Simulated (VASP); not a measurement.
Write the native input for VASP 6.6.1 that does the following.

```yaml
Task: single point
Functional: PBEsol
Potentials_or_basis: VASP PAW PBE potentials, release 64 (Si, Ge_d)
Cutoff: 520 eV
k_mesh: 6 × 6 × 6
Occupations: gaussian, width 0.03 eV
Spin: no spin polarisation
Dipole_correction: no
Further_INCAR_settings: ALGO = Normal; EDIFF = 1e-06; NBANDS = 31
```

The structure of Si7Ge lies in POSCAR:

```
Si7Ge
1.0
    5.5956562302      0.0000000000      0.0000000000
    0.0000000000      5.5956562302      0.0000000000
    0.0000000000      0.0000000000      5.5956562302
Si Ge
7 1
Direct
    0.2525976818      0.2525976818      0.2525976818
    0.0000000000      0.5000000000      0.5000000000
    0.5000000000      0.5000000000      0.0000000000
    0.5000000000      0.0000000000      0.5000000000
    0.7474023182      0.2525976818      0.7474023182
    0.7474023182      0.7474023182      0.2525976818
    0.2525976818      0.7474023182      0.7474023182
    0.0000000000      0.0000000000      0.0000000000
```

This cell differs from its parent crystal: strain +0.025 along x and y, +0.025 along z.

One way to write it, as run:

INCAR

```
SYSTEM = Si7Ge
ALGO     = Normal         ! electronic algorithm
EDIFF    = 1E-6           ! SCF threshold, eV
ENCUT    = 520            ! plane-wave cutoff, eV
GGA      = PS             ! functional
ISIF     = 2              ! what is computed and relaxed
ISMEAR   = 0              ! smearing method
LASPH    = .True.         ! aspherical terms in the spheres
LCHARG   = .False.        ! write CHGCAR
LREAL    = .False.        ! projectors in reciprocal space
LWAVE    = .False.        ! write WAVECAR
NBANDS   = 31             ! bands
NELM     = 60             ! most SCF steps
PREC     = Accurate       ! precision mode
SIGMA    = 0.03           ! smearing width, eV
```

KPOINTS

```
k-points
0
Gamma
  6 6 6
  0 0 0
```

Potentials or basis: VASP PAW PBE potentials, release 64 (Si, Ge_d).

The run is started by

```bash
$ cat potpaw_PBE.64/Si/POTCAR potpaw_PBE.64/Ge_d/POTCAR > POTCAR
$ mpirun -np 1 vasp_std > vasp.out
```

It gave:

- Pressure: -5.7 GPa
- Band gap on the k mesh: 0.41 eV

Caveat: the cell differs from its parent crystal (strain +0.025 along x and y, +0.025 along z); the cell stands under tension; semilocal functionals underestimate gaps, and a narrow one can read as zero; the PAW data sets were made with another functional, which shifts forces and pressure a little.

It took 2.3 min on 1 thread of AMD EPYC 7R13 (shared host), peak memory 0.27 GiB.
